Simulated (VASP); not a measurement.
Wanted: the native input for a VASP 6.6.1 run.

```yaml
Task: relaxation of cell and atoms
Functional: LDA
Potentials_or_basis: VASP PAW LDA potentials, release 64 (Hf_pv, N)
Cutoff: 600 eV
k_mesh: 16 × 16 × 16
Occupations: gaussian, width 0.1 eV
Spin: no spin polarisation
Dipole_correction: no
Further_INCAR_settings: ALGO = Normal; EDIFF = 1e-07; IBRION = 2; EDIFFG = -0.005; NSW = 70; ISIF = 3
```

The structure of HfN lies in POSCAR:

```
HfN
1.0
    0.0000000000      2.2738954841      2.2738954841
    2.2738954841      0.0000000000      2.2738954841
    2.2738954841      2.2738954841      0.0000000000
Hf N
1 1
Direct
    0.0000000000      0.0000000000      0.0000000000
    0.5000000000      0.5000000000      0.5000000000
```

These files were run (other wordings do the same):

INCAR

```
ALGO     = Normal         # electronic algorithm
EDIFF    = 1E-7           # SCF threshold, eV
EDIFFG   = -0.005         # ionic threshold
ENCUT    = 600            # plane-wave cutoff, eV
IBRION   = 2              # ionic algorithm
ISIF     = 3              # what is computed and relaxed
ISMEAR   = 0              # smearing method
LASPH    = True           # aspherical terms in the spheres
LCHARG   = False          # write CHGCAR
LREAL    = False          # projectors in reciprocal space
LWAVE    = False          # write WAVECAR
NELM     = 60             # most SCF steps
NSW      = 70             # ionic steps
PREC     = Accurate       # precision mode
SIGMA    = 0.1            # smearing width, eV
```

KPOINTS

```
k-points
0
Gamma
  16 16 16
```

Potentials or basis: VASP PAW LDA potentials, release 64 (Hf_pv, N).

Launch:

```sh
$ cat potpaw_LDA.64/Hf_pv/POTCAR potpaw_LDA.64/N/POTCAR > POTCAR
$ mpirun -np 1 vasp_std > vasp.out
```

It gave:

The relaxed volume is 11.10 Å³/atom. The relaxed cell is a = 3.155 Å, b = 3.155 Å, c = 3.155 Å, α = 60.00°, β = 60.00°, γ = 60.00° and the space group after relaxing (to 0.05 Å) is Fm-3m (No. 225). The energy gained by relaxing is 33.6 meV/atom, the ionic steps are 7 and the pressure after relaxing is 0.0 GPa.

Wall time 4.6 min on 1 thread of Intel Xeon 8259CL, with other jobs on the host, peak memory 0.2 GiB.
